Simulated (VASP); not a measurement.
# MgO (P-6m2) in VASP: a series of runs

Aim: see how the results for MgO move with the level of theory and the settings. Levels: PBE+D3(BJ)+U, LDA+U. Tasks: single point.

Program: VASP 6.6.1. These are calculated values, not measurements. Logs are shortened: lines on timing, memory, paths and dates and some standing lists are left out, and cuts for length are marked.

## 1. The cell of the first run

The structure is hexagonal, space group P-6m2 (No. 187). The conventional cell has a = 2.938 Å, b = 2.938 Å, c = 2.680 Å, α = 90.00°, β = 90.00°, γ = 120.00°. Within 3.0 Å of Mg (site symmetry -6m2) lie 6 O at 2.16 Å and 8 Mg at 2.68 to 2.94 Å. O (site symmetry -6m2) has 6 Mg at 2.16 Å and 8 O at 2.68 to 2.94 Å within 3.0 Å.

## 2. Single point, PBE+D3(BJ)+U

INCAR reads:

```
SYSTEM = MgO
PREC     = Accurate       ! precision mode
ENCUT    = 840            ! plane-wave cutoff, eV
EDIFF    = 1E-6           ! SCF threshold, eV
ISMEAR   = 0              ! smearing method
SIGMA    = 0.1            ! smearing width, eV
LREAL    = .FALSE.        ! projectors in reciprocal space
LASPH    = .TRUE.         ! aspherical terms in the spheres
NELM     = 200            ! most SCF steps
ALGO     = Normal         ! electronic algorithm
ISIF     = 2              ! what is computed and relaxed
LWAVE    = .FALSE.        ! write WAVECAR
LCHARG   = .FALSE.        ! write CHGCAR
LDAU     = .TRUE.         ! DFT+U
LDAUTYPE = 2            
LDAUL    = -1 1           ! shell
LDAUU    = 0 8.2          ! U, eV
LDAUJ    = 0 0          
LDAUPRINT= 1            
GGA      = PE             ! functional
IVDW     = 12             ! dispersion correction
NBANDS   = 15             ! bands
GGA_COMPAT= .FALSE.
```

KPOINTS reads:

```
regular mesh
0
G
  6 6 6
  0 0 0
```

POSCAR reads:

```
MgO
1.0
    2.9380209034      0.0000000000      0.0000000000
   -1.4690104517      2.5444007392      0.0000000000
    0.0000000000      0.0000000000      2.6796800000
Mg O
1 1
Direct
    0.0000000000      0.0000000000      0.0000000000
    0.3333333333      0.6666666667      0.5000000000
```

Potentials or basis: VASP PAW PBE potentials, release 64 (Mg_sv, O).

Started as:

```bash
$ cat potpaw_PBE.64/Mg_sv/POTCAR potpaw_PBE.64/O/POTCAR > POTCAR
$ mpirun -np 1 vasp_std > vasp.out
```

OUTCAR:

```text
SYSTEM = MgO
   PREC = Accurate
   ENCUT = 840
   EDIFF = 1E-6
   ISMEAR = 0
   LREAL = .FALSE.
   LASPH = .TRUE.
   NELM = 200
   ISIF = 2
   GGA = PE
   IVDW = 12
 IVDW          = 12

 ion  position               nearest neighbor table
   1  0.000  0.000  0.000-
   2  0.333  0.667  0.500-

  LATTYP: Found a hexagonal cell.
 ALAT       =     2.9380209034
 C/A-ratio  =     0.9120697531

  Lattice vectors:

 A1 = (   2.9380209034,   0.0000000000,   0.0000000000)
 A2 = (  -1.4690104517,   2.5444007392,   0.0000000000)
 A3 = (   0.0000000000,   0.0000000000,   2.6796800000)

Analysis of symmetry for initial positions (statically):
=====================================================================
 Subroutine PRICEL returns:
 Original cell was already a primitive cell.

 Routine SETGRP: Setting up the symmetry group for a
 hexagonal supercell.

 Subroutine GETGRP returns: Found 12 space group operations
 (whereof 12 operations were pure point group operations)
 out of a pool of 24 trial point group operations.

The static configuration has the point symmetry D_3h.

Analysis of symmetry for dynamics (positions and initial velocities):
=====================================================================
 Subroutine PRICEL returns:
 Original cell was already a primitive cell.

 Routine SETGRP: Setting up the symmetry group for a
 hexagonal supercell.

 Subroutine GETGRP returns: Found 12 space group operations
 (whereof 12 operations were pure point group operations)
 out of a pool of 24 trial point group operations.

The dynamic configuration has the point symmetry D_3h.

 Subroutine INISYM returns: Found 12 space group operations
 (whereof 12 operations are pure point group operations),
 and found     1 'primitive' translations

----------------------------------------------------------------------------------------

                                     Primitive cell

  volume of cell :      20.0320

  direct lattice vectors                    reciprocal lattice vectors
     2.938020903  0.000000000  0.000000000     0.340365175  0.196509926  0.000000000
    -1.469010452  2.544400739  0.000000000     0.000000000  0.393019851  0.000000000
     0.000000000  0.000000000  2.679680000     0.000000000  0.000000000  0.373178887

  length of vectors
     2.938020903  2.938020903  2.679680000     0.393019851  0.393019851  0.373178887

  position of ions in fractional coordinates (direct lattice)
     0.000000000  0.000000000  0.000000000
     0.333333333  0.666666667  0.500000000

  ion indices of the primitive-cell ions
   primitive index   ion index
                 1           1
                 2           2

----------------------------------------------------------------------------------------

 KPOINTS: regular mesh

Automatic generation of k-mesh.
 Grid dimensions read from file:
 generate k-points for:    6    6    6

 Generating k-lattice:

  Cartesian coordinates                     Fractional coordinates (reciprocal lattice)
     0.056727529  0.032751654  0.000000000     0.166666667 -0.000000000  0.000000000
     0.000000000  0.065503309  0.000000000     0.000000000  0.166666667  0.000000000
     0.000000000  0.000000000  0.062196481     0.000000000  0.000000000  0.166666667

  Length of vectors
     0.065503309  0.065503309  0.062196481

  Shift w.r.t. Gamma in fractional coordinates (k-lattice)
     0.000000000  0.000000000  0.000000000

 Subroutine IBZKPT returns following result:
 ===========================================

 Found     28 irreducible k-points:

 Following reciprocal coordinates:
            Coordinates               Weight
  0.000000  0.000000  0.000000      1.000000
  0.166667  0.000000  0.000000      6.000000
  0.333333  0.000000  0.000000      6.000000
  0.500000 -0.000000  0.000000      3.000000
  0.166667  0.166667  0.000000      6.000000
  0.333333  0.166667  0.000000     12.000000
[... 16 lines left out ...]
  0.166667  0.000000  0.500000      6.000000
  0.333333  0.000000  0.500000      6.000000
 [... further k-points ...]
   k-points           NKPTS =     28   k-points in BZ     NKDIM =     28   number of bands    NBANDS=     15
   number of dos      NEDOS =    301   number of ions     NIONS =      2
   total plane-waves  NPLWV =  21952
   dimension x,y,z NGX =    28 NGY =   28 NGZ =   28
   dimension x,y,z NGXF=    56 NGYF=   56 NGZF=   56
   ions per type =               1   1
   NGX,Y,Z   is equivalent  to a cutoff of  15.84, 15.84, 17.37 a.u.
   NGXF,Y,Z  is equivalent  to a cutoff of  31.69, 31.69, 34.74 a.u.
 SYSTEM =  MgO
   PREC   = accura    normal or accurate (medium, high low for compatibility)
   ISTART =      0    job   : 0-new  1-cont  2-samecut
   ICHARG =      2    charge: 1-file 2-atom 10-const
   ISPIN  =      1    spin polarized calculation?
   LNONCOLLINEAR =      F non collinear calculations
   LSORBIT =      F    spin-orbit coupling
   LASPH  =      T    aspherical Exc in radial PAW
   ENCUT  =  840.0 eV  61.74 Ry    7.86 a.u.   6.94  6.94  6.33*2*pi/ulx,y,z
   NELM   =    200;   NELMIN=  2; NELMDL= -5     # of ELM steps
   EDIFF  = 0.1E-05   stopping-criterion for ELM
   LREAL  =      F    real-space projection
   EDIFFG = 0.1E-04   stopping-criterion for IOM
   NSW    =      0    number of steps for IOM
   IBRION =     -1    ionic relax: 0-MD 1-quasi-New 2-CG
   NFREE  =      0    steps in history (QN), initial steepest desc. (CG)
   ISIF   =      2    stress and relaxation
   ISYM   =      2    0-nonsym 1-usesym 2-fastsym
   POTIM  = 0.5000    time-step for ionic-motion
   TEBEG  =    0.0;   TEEND  =   0.0 temperature during run
   PSTRESS=    0.0 pullay stress
   NELECT =      16.0000    total number of electrons
   NUPDOWN=      -1.0000    fix difference up-down
   EMIN   =  10.00;   EMAX   =-10.00  energy-range for DOS
   EFERMI =   0.00;   METHOD = LEGACY
   ISMEAR =     0;   SIGMA  =   0.10  broadening in eV -4-tet -1-fermi 0-gaus
   EFERMI_NEDOS =   21; number of points for ismear=-14 and -15
   IALGO  =     38    algorithm
   IMIX   =      4    mixing-type and parameters
     AMIX     =   0.40;   BMIX     =  1.00
     AMIX_MAG =   1.60;   BMIX_MAG =  1.00
  volume/ion in A,a.u.               =      10.02        67.59
  Fermi-wavevector in a.u.,A,eV,Ry     =   1.518939  2.870379 31.391038  2.307176
  Thomas-Fermi vector in A             =   2.627992
   LORBIT       =      0    0 simple, 1 ext, 2 COOP (PROOUT), +10 PAW based schemes
 LDA+U is selected, type is set to LDAUTYPE =  2
   angular momentum for each species LDAUL =    -1    1
   U (eV)           for each species LDAUU =   0.0  8.2
   J (eV)           for each species LDAUJ =   0.0  0.0
   GGA     = PE    functional components
   LHFCALC =     F    Hartree Fock is set to
   AEXX    =    0.0000 exact exchange contribution
   IVDW    =    12    specifies the selected vdW correction
   LEPSILON=     F    determine dielectric tensor
   LRPA    =     F    only Hartree local field effects (RPA)
 non-spin polarized calculation
 Gauss-broadening in eV      SIGMA  =   0.10
  energy-cutoff  :      840.00
  volume of cell :       20.03
 maximum number of plane-waves:      1135
 NGX is ok and might be reduce to    28
   NGX = 13   NGY = 13   NGZ = 13

 number of electron      16.0000010 magnetization

 Free energy of the ion-electron system (eV)
  ---------------------------------------------------
  ext. energy  EPLUGINS =         0.00000000
  ---------------------------------------------------
  free energy    TOTEN  =        -5.29322910 eV

  energy without entropy =       -5.29322910  energy(sigma->0) =       -5.29322910

 E-fermi :   3.2208     XC(G=0): -10.9811

 val. band max:        2.7338750392   @ k =   0.3333   0.3333   0.0000
 cond. band min:       6.1654380413   @ k =   0.0000   0.0000   0.0000
 fundamental gap:      3.4315630020
 Fermi energy:         3.2207543889

 k-point     1 :       0.0000    0.0000    0.0000
  band No.  band energies     occupation
      1     -70.3865      2.00000
      2     -37.1269      2.00000
      3     -37.1269      2.00000
      4     -37.0666      2.00000
      5     -14.0761      2.00000
      6       2.1795      2.00000
      7       2.1795      2.00000
      8       2.3513      2.00000
      9       6.1654      0.00000
     10      14.9577      0.00000
     11      18.6434      0.00000
     12      18.6434      0.00000
     13      22.9323      0.00000
     14      23.8948      0.00000
     15      25.5162      0.00000

 k-point     2 :       0.1667    0.0000    0.0000
  band No.  band energies     occupation
      1     -70.3846      2.00000
      2     -37.1444      2.00000
      3     -37.1309      2.00000
      4     -37.0645      2.00000
      5     -13.8333      2.00000
      6       0.7776      2.00000
      7       1.9949      2.00000
      8       2.4316      2.00000
      9       7.4857      0.00000
     10      14.7372      0.00000
     11      17.0336      0.00000
     12      19.2830      0.00000
     13      23.4527      0.00000
     14      24.1446      0.00000
     15      26.0376      0.00000

 k-point     3 :       0.3333    0.0000    0.0000
  band No.  band energies     occupation
      1     -70.3812      2.00000
      2     -37.1794      2.00000
      3     -37.1389      2.00000
      4     -37.0604      2.00000
      5     -13.2960      2.00000
      6      -1.1496      2.00000
      7       1.6523      2.00000
      8       2.5997      2.00000
      9       9.1738      0.00000
     10      13.5083      0.00000
     11      16.7557      0.00000
     12      20.3779      0.00000
     13      22.4736      0.00000
     14      24.0708      0.00000
     15      28.1950      0.00000
[... 343 lines left out ...]
 k-point    23 :       0.1667    0.0000    0.5000
  band No.  band energies     occupation
      1     -70.3737      2.00000
      2     -37.1783      2.00000
      3     -37.1318      2.00000
      4     -37.1197      2.00000
      5     -12.7867      2.00000
      6      -2.1090      2.00000
      7       1.7423      2.00000
      8       2.4813      2.00000
      9      11.1523      0.00000
     10      12.5655      0.00000
     11      19.2536      0.00000
     12      19.3805      0.00000
     13      19.7209      0.00000
     14      22.5132      0.00000
     15      24.6469      0.00000

 k-point    24 :       0.3333    0.0000    0.5000
  band No.  band energies     occupation
      1     -70.3706      2.00000
      2     -37.1701      2.00000
      3     -37.1631      2.00000
      4     -37.1271      2.00000
      5     -12.4338      2.00000
      6      -1.3227      2.00000
      7       0.2055      2.00000
      8       2.1276      2.00000
      9       9.6587      0.00000
     10      14.2441      0.00000
     11      17.6288      0.00000
     12      17.6417      0.00000
     13      18.6660      0.00000
     14      24.3222      0.00000
     15      24.6344      0.00000

 [... further k-points ...]

------------------------ aborting loop because EDIFF is reached ----------------------------------------

 Edisp (eV)   -0.54822

 E8    (eV) :    -0.2157

  FORCE on cell =-STRESS in cart. coord.  units (eV):
  Direction    XX          YY          ZZ          XY          YZ          ZX
  --------------------------------------------------------------------------------------
  -------------------------------------------------------------------------------------
  Total      -0.99221    -0.99221    -1.11532     0.00000    -0.00000     0.00000
  in kB     -79.35769   -79.35769   -89.20483     0.00000    -0.00000     0.00000
  external pressure =      -82.64 kB  Pullay stress =        0.00 kB

 VOLUME and BASIS-vectors are now :
 -----------------------------------------------------------------------------
  energy-cutoff  :      840.00
  volume of cell :       20.03
      direct lattice vectors                 reciprocal lattice vectors
     2.938020903  0.000000000  0.000000000     0.340365175  0.196509926  0.000000000
    -1.469010452  2.544400739  0.000000000     0.000000000  0.393019851  0.000000000
     0.000000000  0.000000000  2.679680000     0.000000000  0.000000000  0.373178887

 POSITION                                       TOTAL-FORCE (eV/Angst)
 -----------------------------------------------------------------------------------
      0.00000      0.00000      0.00000        -0.000000      0.000000      0.000000
     -0.00000      1.69627      1.33984         0.000000      0.000000      0.000000
 -----------------------------------------------------------------------------------
    total drift:                                0.000000     -0.000000     -0.000000

  FREE ENERGIE OF THE ION-ELECTRON SYSTEM (eV)
  ---------------------------------------------------
  free  energy   TOTEN  =        -5.8414458575 eV

  energy  without entropy=       -5.8414458575  energy(sigma->0) =       -5.84144586
```

It took 16 s on 1 thread of Intel Xeon Platinum 8259CL at 2.50GHz (Skylake/Cascade Lake), shared host; peak memory 0.16 GiB.

What came out:

| Item | Value |
| --- | --- |
| Free energy | -5.8414 eV |
| Pressure | -8.3 GPa |
| Band gap on the k mesh | 3.43 eV (least direct gap 3.81 eV) |
| Dispersion energy per atom | -0.274 eV |

Caveat: the cell stands under tension. A k mesh can miss the band edges.

## 3. Single point, LDA+U

INCAR reads:

```
SYSTEM = MgO
PREC     = Accurate       ! precision mode
ENCUT    = 840            ! plane-wave cutoff, eV
EDIFF    = 1E-6           ! SCF threshold, eV
ISMEAR   = 0              ! smearing method
SIGMA    = 0.1            ! smearing width, eV
LREAL    = .False.        ! projectors in reciprocal space
LASPH    = .True.         ! aspherical terms in the spheres
NELM     = 200            ! most SCF steps
ALGO     = Normal         ! electronic algorithm
ISIF     = 2              ! what is computed and relaxed
LWAVE    = .False.        ! write WAVECAR
LCHARG   = .False.        ! write CHGCAR
LDAU     = .True.         ! DFT+U
LDAUTYPE = 2            
LDAUL    = -1 1           ! shell
LDAUU    = 0 3.4          ! U, eV
LDAUJ    = 0 0          
LDAUPRINT= 1            
NBANDS   = 15             ! bands
GGA_COMPAT= .False.
```

KPOINTS reads:

```
Automatic mesh
0
Gamma
  6 6 6
  0 0 0
```

POSCAR is that of step 2.

Potentials or basis: VASP PAW LDA potentials, release 64 (Mg_sv, O).

Started as:

```bash
$ cat potpaw_LDA.64/Mg_sv/POTCAR potpaw_LDA.64/O/POTCAR > POTCAR
$ mpirun -np 1 vasp_std > vasp.out
```

Run time: 13 s. Hardware: 1 thread of Intel Xeon Platinum 8259CL at 2.50GHz (Skylake/Cascade Lake), shared host; peak memory 0.14 GiB.

Results (log left out):

```yaml
Free_energy: -10.0317 eV
Pressure: -10.5 GPa
Band_gap_on_the_k_mesh: 3.11 eV (least direct gap 3.51 eV)
```

Stress tensor (GPa, compression positive):
```
 -9.94   0.00   0.00
  0.00  -9.94   0.00
  0.00   0.00 -11.49
```

Levels at points of the mesh, in eV from the valence-band top:
```
           k point  band 5  band 6  band 7  band 8  band 9  band 10  band 11  band 12
(0.00, 0.00, 0.00)  -16.92   -0.59   -0.59   -0.40    3.11    11.76    15.42    15.42
(0.50, 0.00, 0.00)  -15.80   -4.88   -1.30   -0.05    6.57    10.44    13.02    17.59
(0.00, 0.00, 0.50)  -15.76   -5.36   -0.08   -0.08    8.31     8.93    17.42    17.42
(0.50, 0.00, 0.50)  -15.03   -3.71   -3.34   -0.81    5.75    11.34    13.82    14.71
```

Caveat: the cell stands under tension. A k mesh can miss the band edges.
